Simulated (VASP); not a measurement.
Wanted: the native input for a VASP 6.6.1 run.

```
Task                   : relaxation of cell and atoms
Functional             : PBE
Potentials or basis    : VASP PAW PBE potentials, release 64 (Mo_sv)
Cutoff                 : 500 eV
k mesh                 : 4 × 4 × 8
Occupations            : gaussian, width 0.1 eV
Spin                   : no spin polarisation
Dipole correction      : no
Further INCAR settings : ALGO = Normal; EDIFF = 1e-07; IBRION = 2; EDIFFG = -0.04; NSW = 90; ISIF = 3
```

The structure of Mo lies in POSCAR:

```
Mo
1.0
    2.1517669100     -4.0723683900      0.0000000000
    2.1517669100      4.0723683900      0.0000000000
    0.0000000000      0.0000000000      1.9261166200
Mo
1
Direct
    0.5000000000      0.5000000000      0.0000000000
```

The input as run:

INCAR

```
ALGO     = Normal         # electronic algorithm
EDIFF    = 1E-7           # SCF threshold, eV
EDIFFG   = -0.04          # ionic threshold
ENCUT    = 500            # plane-wave cutoff, eV
GGA      = PE             # functional
GGA_COMPAT= False        
IBRION   = 2              # ionic algorithm
ISIF     = 3              # what is computed and relaxed
ISMEAR   = 0              # smearing method
LASPH    = True           # aspherical terms in the spheres
LCHARG   = False          # write CHGCAR
LREAL    = False          # projectors in reciprocal space
LWAVE    = False          # write WAVECAR
NELM     = 120            # most SCF steps
NELMIN   = 4            
NSW      = 90             # ionic steps
PREC     = Accurate       # precision mode
SIGMA    = 0.1            # smearing width, eV
```

KPOINTS

```
k-points
0
Gamma
  4 4 8
```

Potentials or basis: VASP PAW PBE potentials, release 64 (Mo_sv).

Command:

```sh
$ cat potpaw_PBE.64/Mo_sv/POTCAR > POTCAR
$ mpirun -np 1 vasp_std > vasp.out
```

It gave:

| Quantity | Value |
| --- | --- |
| Relaxed volume | 17.19 Å³/atom |
| Relaxed cell | a = 2.894 Å, b = 2.894 Å, c = 2.531 Å, α = 90.00°, β = 90.00°, γ = 125.84° |
| Space group after relaxing (to 0.05 Å) | Cmmm (No. 65) |
| Energy gained by relaxing | 4520.8 meV/atom |
| Ionic steps | 30 |
| Pressure after relaxing | 0.1 GPa |
| Band gap on the k mesh | zero (band 7 reaches 12.20 eV, above the bottom of band 8 at 11.13 eV) |

Caveat: the k points lie up to 0.67 Å⁻¹ apart in the final cell; the volume moved by over 15 % at a fixed basis, so the end points are rough.

It took 3.8 min on 1 thread of Intel(R) Xeon(R) 6975P-C (Granite Rapids), on a shared host, peak memory 0.19 GiB.
